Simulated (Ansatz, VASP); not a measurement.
## InP: VASP beside Ansatz

```xyz
2
Lattice="0.0000 2.9305 2.9305 2.9305 0.0000 2.9305 2.9305 2.9305 0.0000" Properties=species:S:1:pos:R:3 pbc="T T T"
In    0.0000    0.0000    0.0000
P     4.3957    4.3957    4.3957
```

Alike in both runs: task single point; functional PBE; k mesh 8 × 8 × 8; occupations gaussian, width 0.017 eV; no spin polarisation.

|  | VASP | Ansatz |
| --- | --- | --- |
| version | VASP 6.6.1 | Ansatz 0.2.0 |
| potentials or method | VASP PAW PBE potentials, release 64 (In_d, P), cutoff 520 eV | all-electron LAPW, scalar-relativistic |

|  | VASP | Ansatz | Ansatz less VASP |
| --- | --- | --- | --- |
| gap on the k mesh at the Fermi level (eV) | 0.71 | 0.71 | +0.002 |
| least direct gap on the mesh (eV) | 0.71 | 0.71 | +0.002 |
| pressure (GPa) | 3.3 | 3.3 | +0.05 |

Ansatz ran all-electron here, and VASP with PAW potentials.
